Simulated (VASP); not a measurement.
Input of a VASP 6.6.1 run:

The input INCAR:

```
  ALGO = Normal
  EDIFF = 1E-8
  ENCUT = 520
  GGA = PE
  ISIF = 2
  ISMEAR = -1
  LASPH = T
  LCHARG = F
  LEFG = T
  LREAL = F
  LWAVE = F
  NBANDS = 18
  NELM = 80
  PREC = Accurate
  SIGMA = 0.08
```

KPOINTS

```
k-points
0
Gamma
  12 12 7
```

File POSCAR:

```
Y
1.0
    3.6021486032      0.0000000000      0.0000000000
   -1.8010743015      3.1195521985      0.0000000000
    0.0000000000      0.0000000000      5.6697229104
Y
2
Direct
    0.3333333333      0.6666666667      0.2500000000
    0.6666666667      0.3333333333      0.7500000000
```

Potentials or basis: VASP PAW PBE potentials, release 64 (Y_sv).

Run with:

```bash
$ cat potpaw_PBE.64/Y_sv/POTCAR > POTCAR
$ mpirun -np 1 vasp_std > vasp.out
```

Task: What does it give for the band gap on the k mesh?

Result: Zero (bands 11 and 12 overlap by 1.39 eV).

Task: What does it give for the pressure?

Result: 1.3 GPa.

Electric field gradients, principal values (V/Å²):
```tsv
atom	least	middle	greatest (by size)
1 Y	-13.804	-13.804	27.608
2 Y	-13.804	-13.804	27.608
```

Caveat: without QUAD_EFG the Cq values of the log hold for a quadrupole moment of 1 mb, not for the nuclei.
